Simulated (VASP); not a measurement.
# Ir in VASP: notebook

The runs below take Ir through electric field gradients, with PBE.

Everything below comes from runs of VASP 6.6.1. Logs are shortened: lines on timing, memory, paths and dates and some standing lists are left out, and cuts for length are marked.

### Step 1. The cell of the first run

It takes space group I4/mmm (No. 139, tetragonal). The conventional cell has a = 2.715 Å, b = 2.715 Å, c = 3.724 Å, α = 90.00°, β = 90.00°, γ = 90.00°. Ir (site symmetry 4/mmm) has 12 Ir at 2.67 to 2.71 Å within 3.5 Å.

### Step 2. Electric field gradients, PBE (zz strain of -3 %)

The input, INCAR:

```
PREC = Accurate
ENCUT = 520
EDIFF = 1E-8
ISMEAR = -1
SIGMA = 0.05
LREAL = F
LASPH = T
NELM = 80
ALGO = Normal
ISIF = 2
LWAVE = F
LCHARG = F
GGA = PE
LEFG = T
NBANDS = 10
```

The input, KPOINTS:

```
regular mesh
0
Gamma
  15 15 15
```

The input, POSCAR:

```
Ir
1.0
    0.0000000000      1.9197000000      1.8621090000
    1.9197000000      0.0000000000      1.8621090000
    1.9197000000      1.9197000000      0.0000000000
Ir
1
Direct
    0.0000000000      0.0000000000      0.0000000000
```

Potentials or basis: VASP PAW PBE potentials, release 64 (Ir).

Launch:

```sh
> cat potpaw_PBE.64/Ir/POTCAR > POTCAR
> mpirun -np 1 vasp_std > vasp.out
```

OUTCAR:

```text
PREC = Accurate
   ENCUT = 520
   EDIFF = 1E-8
   ISMEAR = -1
   LREAL = F
   LASPH = T
   NELM = 80
   ISIF = 2
   GGA = PE

 ion  position               nearest neighbor table
   1  0.000  0.000  0.000-

  LATTYP: Found a body centered tetragonal cell.
 ALAT       =     2.7148657757
 C/A-ratio  =     1.3717871555

  Lattice vectors:

 A1 = (   0.0000000000,  -1.9197000000,  -1.8621090000)
 A2 = (   0.0000000000,   1.9197000000,  -1.8621090000)
 A3 = (   1.9197000000,   0.0000000000,   1.8621090000)

Analysis of symmetry for initial positions (statically):
=====================================================================
 Subroutine PRICEL returns:
 Original cell was already a primitive cell.

 Routine SETGRP: Setting up the symmetry group for a
 body centered tetragonal supercell.

 Subroutine GETGRP returns: Found 16 space group operations
 (whereof 16 operations were pure point group operations)
 out of a pool of 16 trial point group operations.

The static configuration has the point symmetry D_4h.

Analysis of symmetry for dynamics (positions and initial velocities):
=====================================================================
 Subroutine PRICEL returns:
 Original cell was already a primitive cell.

 Routine SETGRP: Setting up the symmetry group for a
 body centered tetragonal supercell.

 Subroutine GETGRP returns: Found 16 space group operations
 (whereof 16 operations were pure point group operations)
 out of a pool of 16 trial point group operations.

The dynamic configuration has the point symmetry D_4h.

 Subroutine INISYM returns: Found 16 space group operations
 (whereof 16 operations are pure point group operations),
 and found     1 'primitive' translations

----------------------------------------------------------------------------------------

                                     Primitive cell

  volume of cell :      13.7247

  direct lattice vectors                    reciprocal lattice vectors
     0.000000000  1.919700000  1.862109000    -0.260457363  0.260457363  0.268512745
     1.919700000  0.000000000  1.862109000     0.260457363 -0.260457363  0.268512745
     1.919700000  1.919700000  0.000000000     0.260457363  0.260457363 -0.268512745

  length of vectors
     2.674452845  2.674452845  2.714865776     0.455823618  0.455823618  0.455823618

  position of ions in fractional coordinates (direct lattice)
     0.000000000  0.000000000  0.000000000

  ion indices of the primitive-cell ions
   primitive index   ion index
                 1           1

----------------------------------------------------------------------------------------

 KPOINTS: regular mesh

Automatic generation of k-mesh.
 Grid dimensions read from file:
 generate k-points for:   15   15   15

 Generating k-lattice:

  Cartesian coordinates                     Fractional coordinates (reciprocal lattice)
    -0.017363824  0.017363824  0.017900850     0.066666667  0.000000000  0.000000000
     0.017363824 -0.017363824  0.017900850     0.000000000  0.066666667  0.000000000
     0.017363824  0.017363824 -0.017900850    -0.000000000 -0.000000000  0.066666667

  Length of vectors
     0.030388241  0.030388241  0.030388241

  Shift w.r.t. Gamma in fractional coordinates (k-lattice)
     0.000000000  0.000000000  0.000000000

 Subroutine IBZKPT returns following result:
 ===========================================

 Found    288 irreducible k-points:

 Following reciprocal coordinates:
            Coordinates               Weight
  0.000000  0.000000  0.000000      1.000000
  0.066667  0.000000  0.000000      8.000000
  0.133333 -0.000000  0.000000      8.000000
  0.200000 -0.000000  0.000000      8.000000
  0.266667 -0.000000  0.000000      8.000000
  0.333333  0.000000  0.000000      8.000000
[... 16 lines left out ...]
  0.133333  0.133333  0.000000      2.000000
  0.200000  0.133333  0.000000      8.000000
 [... further k-points ...]
   k-points           NKPTS =    288   k-points in BZ     NKDIM =    288   number of bands    NBANDS=     10
   number of dos      NEDOS =    301   number of ions     NIONS =      1
   total plane-waves  NPLWV =   8000
   dimension x,y,z NGX =    20 NGY =   20 NGZ =   20
   dimension x,y,z NGXF=    40 NGYF=   40 NGZF=   40
   ions per type =               1
   NGX,Y,Z   is equivalent  to a cutoff of  12.43, 12.43, 12.25 a.u.
   NGXF,Y,Z  is equivalent  to a cutoff of  24.86, 24.86, 24.49 a.u.
 SYSTEM =  unknown system
   PREC   = accura    normal or accurate (medium, high low for compatibility)
   ISTART =      0    job   : 0-new  1-cont  2-samecut
   ICHARG =      2    charge: 1-file 2-atom 10-const
   ISPIN  =      1    spin polarized calculation?
   LNONCOLLINEAR =      F non collinear calculations
   LSORBIT =      F    spin-orbit coupling
   LASPH  =      T    aspherical Exc in radial PAW
   ENCUT  =  520.0 eV  38.22 Ry    6.18 a.u.   4.97  4.97  5.05*2*pi/ulx,y,z
   NELM   =     80;   NELMIN=  2; NELMDL= -5     # of ELM steps
   EDIFF  = 0.1E-07   stopping-criterion for ELM
   LREAL  =      F    real-space projection
   EDIFFG = 0.1E-06   stopping-criterion for IOM
   NSW    =      0    number of steps for IOM
   IBRION =     -1    ionic relax: 0-MD 1-quasi-New 2-CG
   NFREE  =      0    steps in history (QN), initial steepest desc. (CG)
   ISIF   =      2    stress and relaxation
   ISYM   =      2    0-nonsym 1-usesym 2-fastsym
   POTIM  = 0.5000    time-step for ionic-motion
   TEBEG  =    0.0;   TEEND  =   0.0 temperature during run
   PSTRESS=    0.0 pullay stress
   NELECT =       9.0000    total number of electrons
   NUPDOWN=      -1.0000    fix difference up-down
   EMIN   =  10.00;   EMAX   =-10.00  energy-range for DOS
   EFERMI =   0.00;   METHOD = LEGACY
   ISMEAR =    -1;   SIGMA  =   0.05  broadening in eV -4-tet -1-fermi 0-gaus
   EFERMI_NEDOS =   21; number of points for ismear=-14 and -15
   IALGO  =     38    algorithm
   IMIX   =      4    mixing-type and parameters
     AMIX     =   0.40;   BMIX     =  1.00
     AMIX_MAG =   1.60;   BMIX_MAG =  1.00
  volume/ion in A,a.u.               =      13.72        92.62
  Fermi-wavevector in a.u.,A,eV,Ry     =   1.422291  2.687740 27.523376  2.022911
  Thomas-Fermi vector in A             =   2.543010
   LORBIT       =      0    0 simple, 1 ext, 2 COOP (PROOUT), +10 PAW based schemes
   GGA     = PE    functional components
   LHFCALC =     F    Hartree Fock is set to
   AEXX    =    0.0000 exact exchange contribution
   IVDW    =     0    specifies the selected vdW correction
   LEPSILON=     F    determine dielectric tensor
   LRPA    =     F    only Hartree local field effects (RPA)
 non-spin polarized calculation
  energy-cutoff  :      520.00
  volume of cell :       13.72
 maximum number of plane-waves:       380
   NGX =  9   NGY =  9   NGZ =  9

 number of electron       9.0000001 magnetization

 Free energy of the ion-electron system (eV)
  ---------------------------------------------------
  ext. energy  EPLUGINS =         0.00000000
  ---------------------------------------------------
  free energy    TOTEN  =        -8.79534201 eV

  energy without entropy =       -8.78768605  energy(sigma->0) =       -8.79151403

 E-fermi :  10.9923     XC(G=0): -14.1695

 val. band max:       10.9838639043   @ k =  -0.3333  -0.0000   0.3333
 cond. band min:      10.9976987619   @ k =  -0.3333   0.2667   0.0667
 fundamental gap:      0.0138348576
 Fermi energy:        10.9922923889

 k-point     1 :       0.0000    0.0000    0.0000
  band No.  band energies     occupation
      1      -0.5082      2.00000
      2       6.7438      2.00000
      3       6.7438      2.00000
      4       7.1461      2.00000
      5       9.4149      2.00000
      6       9.9556      2.00000
      7      25.2184      0.00000
      8      30.6312      0.00000
      9      30.6312      0.00000
     10      31.6791      0.00000

 k-point     2 :       0.0667    0.0000    0.0000
  band No.  band energies     occupation
      1      -0.3042      2.00000
      2       6.6905      2.00000
      3       6.8322      2.00000
      4       7.1775      2.00000
      5       9.3675      2.00000
      6       9.8868      2.00000
      7      25.5754      0.00000
      8      29.8774      0.00000
      9      30.9676      0.00000
     10      31.7349      0.00000
[... 274 lines left out ...]
 k-point    24 :       0.2000    0.1333    0.0000
  band No.  band energies     occupation
      1       1.2503      2.00000
      2       5.9113      2.00000
      3       7.6514      2.00000
      4       7.6561      2.00000
      5       8.8052      2.00000
      6       9.9764      2.00000
      7      28.0247      0.00000
      8      28.1755      0.00000
      9      31.2711      0.00000
     10      31.8870      0.00000

 [... further k-points ...]
[... 5 lines left out ...]
  --------------------------------------------------------------------------------------
  -------------------------------------------------------------------------------------
  Total        1.5981953      1.5981953      2.6686926      0.0000000     -0.0000000     -0.0000000
  in kB      186.5686190    186.5686190    311.5353294      0.0000000     -0.0000000     -0.0000000
  external PRESSURE =     228.2241892 kB  Pullay stress =       0.0000000 kB

 VOLUME and BASIS-vectors are now :
 -----------------------------------------------------------------------------
  energy-cutoff  :      520.00
  volume of cell :       13.72
      direct lattice vectors                 reciprocal lattice vectors
     0.000000000  1.919700000  1.862109000    -0.260457363  0.260457363  0.268512745
     1.919700000  0.000000000  1.862109000     0.260457363 -0.260457363  0.268512745
     1.919700000  1.919700000  0.000000000     0.260457363  0.260457363 -0.268512745

 POSITION                                       TOTAL-FORCE (eV/Angst)
 -----------------------------------------------------------------------------------
      0.00000      0.00000      0.00000        -0.000000      0.000000      0.000000
 -----------------------------------------------------------------------------------
    total drift:                                0.000000      0.000000      0.000000

  FREE ENERGIE OF THE ION-ELECTRON SYSTEM (eV)
  ---------------------------------------------------
  free  energy   TOTEN  =        -8.7953420123 eV

  energy  without entropy=       -8.7876860505  energy(sigma->0) =       -8.79151403

 Electric field gradients (V/A^2)
---------------------------------------------------------------------
 ion       V_xx      V_yy      V_zz      V_xy      V_xz      V_yz
---------------------------------------------------------------------
   1      10.694    10.694   -21.388     0.000     0.000     0.000
---------------------------------------------------------------------

 Electric field gradients after diagonalization (V/A^2)
 (convention: |V_zz| > |V_xx| > |V_yy|)
----------------------------------------------------------------------
 ion       V_xx      V_yy      V_zz     asymmetry (V_yy - V_xx)/ V_zz
----------------------------------------------------------------------
   1      10.694    10.694   -21.388       0.000
----------------------------------------------------------------------

           NMR quadrupolar parameters

 Cq : quadrupolar parameter    Cq=e*Q*V_zz/h
 eta: asymmetry parameters     (V_yy - V_xx)/ V_zz
 Q  : nuclear electric quadrupole moment in mb (millibarn)
----------------------------------------------------------------------
 ion       Cq(MHz)       eta       Q (mb)
----------------------------------------------------------------------
   1      -0.052       0.000       1.000
----------------------------------------------------------------------
```

Wall time 20 s (1 thread of Intel Xeon Platinum 8375C at 2.90GHz (Ice Lake), shared host); peak memory 0.16 GiB.

What came out:

```
Free energy : -8.7953 eV
Pressure    : 22.8 GPa
```

Stress tensor (GPa, compression positive):
```
18.66  0.00  0.00
 0.00 18.66  0.00
 0.00  0.00 31.15
```

Electric field gradients, principal values (V/Å²):
| atom | least | middle | greatest (by size) |
| --- | --- | --- | --- |
| 1 Ir | 10.694 | 10.694 | -21.388 |

Caveat: the cell differs from its parent crystal (zz strain of -3 %); without QUAD_EFG the Cq values of the log hold for a quadrupole moment of 1 mb, not for the nuclei; spin-orbit coupling is left out, which moves the levels of the heavy elements.

(Continued in part 2 of 3.)
